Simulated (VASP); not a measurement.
Wanted: the native input for a VASP 6.6.1 run.

```yaml
Task: single point
Functional: PBEsol
Potentials_or_basis: VASP PAW PBE potentials, release 64 (Sb)
Cutoff: 520 eV
k_mesh: 12 × 12 × 12
Occupations: fermi-dirac, width 0.05 eV
Spin: no spin polarisation
Dipole_correction: no
Further_INCAR_settings: ALGO = Normal; EDIFF = 1e-07; NBANDS = 8
```

The structure of Sb lies in POSCAR:

```
Sb
1.0
    0.0000000000      2.3050000000      2.2819500000
    2.3050000000      0.0000000000      2.2819500000
    2.3050000000      2.3050000000      0.0000000000
Sb
1
Direct
    0.0000000000      0.0000000000      0.0000000000
```

This cell differs from its parent crystal: zz strain of -1 %.

One way to write it, as run:

INCAR

```
SYSTEM = Sb
PREC = Accurate
ENCUT = 520
EDIFF = 1E-7
ISMEAR = -1
SIGMA = 0.05
LREAL = .False.
LASPH = .True.
NELM = 60
ALGO = Normal
ISIF = 2
LWAVE = .False.
LCHARG = .False.
GGA = PS
NBANDS = 8
```

KPOINTS

```
regular mesh
0
Gamma
  12 12 12
  0 0 0
```

Potentials or basis: VASP PAW PBE potentials, release 64 (Sb).

The run is started by

```bash
$ cat potpaw_PBE.64/Sb/POTCAR > POTCAR
$ mpirun -np 1 vasp_std > vasp.out
```

Results of the run:

```json
{"Pressure": "6.1 GPa"}
```

Caveat: the cell differs from its parent crystal (zz strain of -1 %); the PAW data sets were made with another functional, which shifts forces and pressure a little.

Wall time 59 s on 1 thread of AMD EPYC 7R43 64-Core Processor (Zen 3), on a shared host, peak memory 0.12 GiB.
